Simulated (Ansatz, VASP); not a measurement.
# Co in VASP and in Ansatz

```xyz
4
Lattice="2.4706 0.0000 0.0000 -1.2353 2.1396 0.0000 0.0000 0.0000 8.0882" Properties=species:S:1:pos:R:3 pbc="T T T"
Co    0.0000    0.0000    0.0000
Co    0.0000    1.4264    2.0221
Co    0.0000    0.0000    4.0441
Co    1.2353    0.7132    6.0662
```

Alike in both runs: task single point; functional revPBE; k mesh 10 × 10 × 3; occupations fermi-dirac, width 0.15 eV; collinear spin.

|  | VASP | Ansatz |
| --- | --- | --- |
| version | VASP 6.6.1 | Ansatz 0.2.0 |
| potentials or method | VASP PAW PBE potentials, release 64 (Co) | plane waves, PAW |
| plane-wave cutoff (eV) | 600 | 420 |
| valence electrons in the cell | 36 | 68 |

```tsv
	VASP	Ansatz	Ansatz less VASP
pressure (GPa)	8.3	9.3	+0.93
traceless stress, the component that is largest in VASP (GPa)	-1.86	-1.83	+0.023
net moment per atom (μB)	1.63	1.64	+0.006
size of the moment on the site where the two differ most (μB)	1.65	1.72	+0.063
```

VASP's potentials were made for PBE, not for revPBE. Site moments also hang on the region over which each program counts them. With one functional, cell and mesh, what is left measures potentials, basis and numerics. VASP's potentials hold 36 valence electrons a cell and Ansatz's 68, so a difference there can come from the potentials and not from the codes.
